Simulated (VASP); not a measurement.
WC (CsCl type): relaxation of cell and atoms with PBE

The system is WC (CsCl type).

```
CELL_PARAMETERS angstrom
2.59338 0.00000 0.00000
0.00000 2.59338 0.00000
0.00000 0.00000 2.59338
ATOMIC_POSITIONS crystal
W 0.00000 0.00000 0.00000
C 0.50000 0.50000 0.50000
```

```yaml
Program: VASP 6.6.1
Task: relaxation of cell and atoms
Functional: PBE
Potentials_or_basis: VASP PAW PBE potentials, release 64 (W_sv, C)
Cutoff: 600 eV
k_mesh: 15 × 15 × 15
Occupations: fermi-dirac, width 0.08 eV
Spin: no spin polarisation
Target_pressure: 76 GPa
Dipole_correction: no
Further_INCAR_settings: ALGO = Normal; EDIFF = 1e-06; IBRION = 2; EDIFFG = -0.005; NSW = 32; ISIF = 3
```

- Relaxed volume: 8.76 Å³/atom
- Relaxed cell: a = 2.597 Å, b = 2.597 Å, c = 2.597 Å, α = 90.00°, β = 90.00°, γ = 90.00°
- Space group after relaxing (to 0.1 Å): Pm-3m (No. 221)
- Energy change on relaxing (the run minimises the enthalpy): -16.6 meV/atom
- Ionic steps: 3
- Pressure after relaxing: 76.0 GPa
- Band gap on the k mesh: zero (bands 9 and 10 overlap by 8.02 eV)

Step by step:
| step | energy change (eV) | largest force (eV/Å) | pressure (GPa) | volume (Å³) |
| --- | --- | --- | --- | --- |
| 1 | 0.0000 | 0.0000 | 78.63 | 17.44 |
| 2 | -0.1628 | 0.0000 | 65.21 | 17.81 |
| 3 | -0.0331 | 0.0000 | 76.01 | 17.51 |

Final structure:
```yaml
crystal:
  lattice:
    - [2.59678, 0.00000, 0.00000]
    - [0.00000, 2.59678, 0.00000]
    - [0.00000, 0.00000, 2.59678]
  atoms:
    - { symbol: W, position: [0.00000, 0.00000, 0.00000] }
    - { symbol: C, position: [0.50000, 0.50000, 0.50000] }
```

Levels at points of the mesh, in eV from the Fermi level:
```tsv
k point	band 7	band 8	band 9	band 10	band 11	band 12
(0.00, 0.00, 0.00)	-6.13	0.05	0.05	0.05	3.59	3.59
```

Run time: 66 s on 1 thread of Intel Xeon 8259CL (shared host), peak memory 0.17 GiB.

Caveat: the cell is relaxed towards a set pressure, so the run minimises the enthalpy, not the energy; spin-orbit coupling is left out, which moves the levels of the heavy elements.
